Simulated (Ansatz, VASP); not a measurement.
**One calculation of Si2C, two programs**

File INCAR:

```
  PREC = Accurate
  ENCUT = 600
  EDIFF = 1E-6
  ISMEAR = 0
  SIGMA = 0.1
  LREAL = F
  LASPH = T
  NELM = 80
  ALGO = Normal
  ISIF = 3
  LWAVE = F
  LCHARG = F
  GGA = PE
  IBRION = 2
  NSW = 90
  EDIFFG = -0.04
```

The input KPOINTS:

```
regular mesh
0
Gamma
  6 6 6
```

The input POSCAR:

```
Si2C
1.0
   -1.9280852418      2.8814669428      4.4962646328
    1.9280852418     -2.8814669428      4.4962646328
    1.9280852418      2.8814669428     -4.4962646328
Si C
4 2
Direct
    0.6179202903      0.3219066489      0.2960136414
    0.9741069925      0.6780933511      0.2960136414
    0.3820797097      0.6780933511      0.7039863586
    0.0258930075      0.3219066489      0.7039863586
    0.3805914971      0.5000000000      0.8805914971
    0.6194085029      0.5000000000      0.1194085029
```

Input for Ansatz:

```yaml
crystal:
  lattice:
    - [-1.9280852418, 2.8814669428, 4.4962646328]
    - [1.9280852418, -2.8814669428, 4.4962646328]
    - [1.9280852418, 2.8814669428, -4.4962646328]
  atoms:
    - { symbol: Si, position: [0.6179202903, 0.3219066489, 0.2960136414] }
    - { symbol: Si, position: [0.9741069925, 0.6780933511, 0.2960136414] }
    - { symbol: Si, position: [0.3820797097, 0.6780933511, 0.7039863586] }
    - { symbol: Si, position: [0.0258930075, 0.3219066489, 0.7039863586] }
    - { symbol: C, position: [0.3805914971, 0.5, 0.8805914971] }
    - { symbol: C, position: [0.6194085029, 0.5, 0.1194085029] }
basis:
  ecutwfc: 420
kpoints:
  mp_grid: { grid: [6, 6, 6] }
hamiltonian:
  xc: pbe
scf:
  occupations: { method: gaussian, width: 0.1 }
  lower_state_search: "off"
output:
  forces: true
  stress: true
  eigenvalues: true
relax:
  adjacent_minimum: "off"
  f_tol: 0.04
  max_steps: 70
  cell: { stress_tol: 0.4 }
```

Alike in both runs: task relaxation of cell and atoms; functional PBE; k mesh 6 × 6 × 6; occupations gaussian, width 0.1 eV; no spin polarisation.

|  | VASP | Ansatz |
| --- | --- | --- |
| version | VASP 6.6.1 | Ansatz 0.2.0 |
| potentials or method | VASP PAW PBE potentials, release 64 (Si, C), cutoff 600 eV | scalar-relativistic, plane waves, PAW |
| valence electrons in the cell | 24 | 24 |

|  | VASP | Ansatz | Ansatz less VASP |
| --- | --- | --- | --- |
| gap on the k mesh at the Fermi level, each at its own relaxed structure (eV) | 0.07 | 0.07 | -0.005 |
| relaxed volume (Å³/atom) | 16.63 | 16.65 | +0.021 |
| relaxed cell length with the largest relative difference (Å) | 5.678 | 5.678 | -0.0005 |
